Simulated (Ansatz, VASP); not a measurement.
SnSe2: VASP beside Ansatz

The input INCAR:

```
SYSTEM = SnSe2
  PREC = Accurate
  ENCUT = 520
  EDIFF = 1E-6
  ISMEAR = 0
  SIGMA = 0.05
  LREAL = .FALSE.
  LASPH = .TRUE.
  NELM = 80
  ALGO = Normal
  ISIF = 2
  LWAVE = .FALSE.
  LCHARG = .FALSE.
  GGA = PS
  IBRION = 2
  NSW = 60
  EDIFFG = -0.001
```

KPOINTS

```
regular mesh
0
G
  10 10 6
  0 0 0
```

POSCAR

```
SnSe2
1.0
    3.8172006016      0.0000000000      0.0000000000
   -1.9086003008      3.3057926923      0.0000000000
    0.0000000000      0.0000000000      6.1667051912
Sn Se
1 2
Direct
    0.0000000000      0.0000000000      0.0000000000
    0.3333333333      0.6666666667      0.2573338118
    0.6666666667      0.3333333333      0.7426661882
```

Input for Ansatz:

```yaml
crystal:
  lattice:
    - [3.8172006016, 0.0, 0.0]
    - [-1.9086003008, 3.3057926923, 0.0]
    - [0.0, 0.0, 6.1667051912]
  atoms:
    - { symbol: Sn, position: [0.0, 0.0, 0.0] }
    - { symbol: Se, position: [0.3333333333, 0.6666666667, 0.2573338118] }
    - { symbol: Se, position: [0.6666666667, 0.3333333333, 0.7426661882] }
basis:
  ecutwfc: 420
  ecutrho_ratio: 4
kpoints:
  mp_grid: { grid: [10, 10, 6] }
hamiltonian:
  xc: pbesol
scf:
  occupations: { method: gaussian, width: 0.05 }
output:
  forces: true
  stress: true
  eigenvalues: true
relax:
  f_tol: 0.001
  max_steps: 40
```

Alike in both runs: task relaxation of the atoms; functional PBEsol; k mesh 10 × 10 × 6; occupations gaussian, width 0.05 eV; no spin polarisation.

|  | VASP | Ansatz |
| --- | --- | --- |
| version | VASP 6.6.1 | Ansatz 0.2.0 |
| potentials or method | VASP PAW PBE potentials, release 64 (Sn_d, Se), cutoff 520 eV | scalar-relativistic, plane waves, PAW |
| valence electrons in the cell | 26 | 46 |

VASP gave:

* gap on the k mesh at the Fermi level, each at its own relaxed structure (eV): 0.53

Problem. Which values does Ansatz return?

Solution. gap on the k mesh at the Fermi level, each at its own relaxed structure (eV): 0.54.

VASP's potentials were made for PBE, not for PBEsol. VASP's potentials hold 26 valence electrons a cell and Ansatz's 46, so a difference there can come from the potentials and not from the codes. Ansatz's warnings: stress scf threshold loose.
